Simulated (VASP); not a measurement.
Crystal: Al2CdPb4.

```xyz
7
Lattice="3.8854 0.0000 0.0000 -1.9427 3.3649 0.0000 0.0000 0.0000 15.2626" Properties=species:S:1:pos:R:3 pbc="T T T"
Al    0.0000    0.0000    3.3288
Al    0.0000    0.0000   11.9338
Cd    0.0000    0.0000    7.6313
Pb    1.9427    1.1216    5.2792
Pb    0.0000    2.2433    9.9834
Pb    0.0000    2.2433   13.9254
Pb    1.9427    1.1216    1.3372
```

```yaml
Program: VASP 6.6.1
Task: relaxation of cell and atoms
Functional: PBE
Potentials_or_basis: VASP PAW PBE potentials, release 64 (Al, Cd, Pb_d)
Cutoff: 600 eV
k_mesh: 12 × 12 × 2
Occupations: gaussian, width 0.1 eV
Spin: no spin polarisation
```

At the start: pressure 0.5 GPa; volume 28.51 Å³/atom.

**Question.** Where does the relaxation end?

**Answer.** Over 23 steps the energy falls by 47.2 meV/atom and the volume is 27.86 Å³/atom (-2.3 %); space group P-3m1 (No. 164, to 0.05 Å).

Step by step:
| step | energy change (eV) | largest force (eV/Å) | pressure (GPa) | volume (Å³) |
| --- | --- | --- | --- | --- |
| 1 | 0.0000 | 0.0611 | 0.51 | 199.54 |
| 2 | -0.0135 | 0.0381 | -0.04 | 202.15 |
| 3 | -0.0182 | 0.0266 | -0.52 | 204.64 |
| 4 | -0.0300 | 0.0352 | -0.54 | 204.51 |
| 5 | -0.0810 | 0.0956 | -0.64 | 204.02 |
| 6 | -0.2331 | 0.0572 | -0.88 | 202.59 |
| 7 | -0.2674 | 0.0849 | -0.85 | 198.10 |
| 8 | -0.3066 | 0.0851 | -1.02 | 199.89 |
| 9 | -0.2988 | 0.0614 | -1.02 | 201.35 |
| 10 | -0.3106 | 0.0758 | -1.03 | 200.61 |
| 11 | -0.3229 | 0.0720 | 0.12 | 193.89 |
| 12 | -0.3257 | 0.0739 | -0.24 | 195.90 |
| 13 | -0.3293 | 0.0560 | -0.06 | 195.29 |
| 14 | -0.3298 | 0.0462 | 0.01 | 194.97 |
| 15 | -0.3298 | 0.0443 | 0.04 | 194.92 |
| 16 | -0.3298 | 0.0451 | 0.04 | 194.94 |
| 17 | -0.3301 | 0.0290 | 0.01 | 195.11 |
| 18 | -0.3302 | 0.0119 | -0.03 | 195.32 |
| 19 | -0.3303 | 0.0134 | -0.01 | 195.10 |
| 20 | -0.3303 | 0.0168 | 0.06 | 194.80 |
| 21 | -0.3303 | 0.0164 | 0.03 | 194.94 |
| 22 | -0.3304 | 0.0119 | 0.02 | 194.97 |
| 23 | -0.3305 | 0.0090 | 0.00 | 195.03 |

Final structure:
```
Al Cd Pb
1.0
     3.60975    0.00000    0.00000
    -1.80487    3.12613    0.00000
     0.00000    0.00000   17.28294
Al Cd Pb
2 1 4
Direct
  0.00000 0.00000 0.21727
  0.00000 0.00000 0.78273
  0.00000 0.00000 0.50000
  0.66667 0.33333 0.34871
  0.33333 0.66667 0.65129
  0.33333 0.66667 0.91437
  0.66667 0.33333 0.08563
```
